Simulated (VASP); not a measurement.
Input of a VASP 6.6.1 run:

The input INCAR:

```
SYSTEM = AlV2C
  PREC = Accurate
  ENCUT = 520
  EDIFF = 1E-6
  ISMEAR = -1
  SIGMA = 0.05
  LREAL = .FALSE.
  LASPH = .TRUE.
  NELM = 150
  ALGO = Normal
  ISIF = 2
  LWAVE = .FALSE.
  LCHARG = .TRUE.
  ISPIN = 2
  MAGMOM = 2 2 2 2 0 0 0 0
  LORBIT = 11
  LMAXMIX = 4
  GGA = PE
  LELF = .TRUE.
  LVHAR = .TRUE.
  NBANDS = 47
```

Contents of KPOINTS:

```
regular mesh
0
G
  11 11 2
  0 0 0
```

The input POSCAR:

```
AlV2C
1.0
    2.9042233851      0.0000000000      0.0000000000
   -1.4521116926      2.5151312298      0.0000000000
    0.0000000000      0.0000000000     13.1348310915
V Al C
4 2 2
Direct
    0.3333333333      0.6666666667      0.9146884869
    0.6666666667      0.3333333333      0.0853115131
    0.6666666667      0.3333333333      0.4146884869
    0.3333333333      0.6666666667      0.5853115131
    0.6666666667      0.3333333333      0.7500000000
    0.3333333333      0.6666666667      0.2500000000
    0.0000000000      0.0000000000      0.5000000000
    0.0000000000      0.0000000000      0.0000000000
```

Potentials or basis: VASP PAW PBE potentials, release 64 (V_sv, Al, C).

The run is started by

```bash
$ cat potpaw_PBE.64/V_sv/POTCAR potpaw_PBE.64/Al/POTCAR potpaw_PBE.64/C/POTCAR > POTCAR
$ mpirun -np 1 vasp_std > vasp.out
```

(1) Predict the net moment.

(2) Estimate the largest force.

## Answers

(1) 0.00 μB per cell.

(2) 0.047 eV/Å.
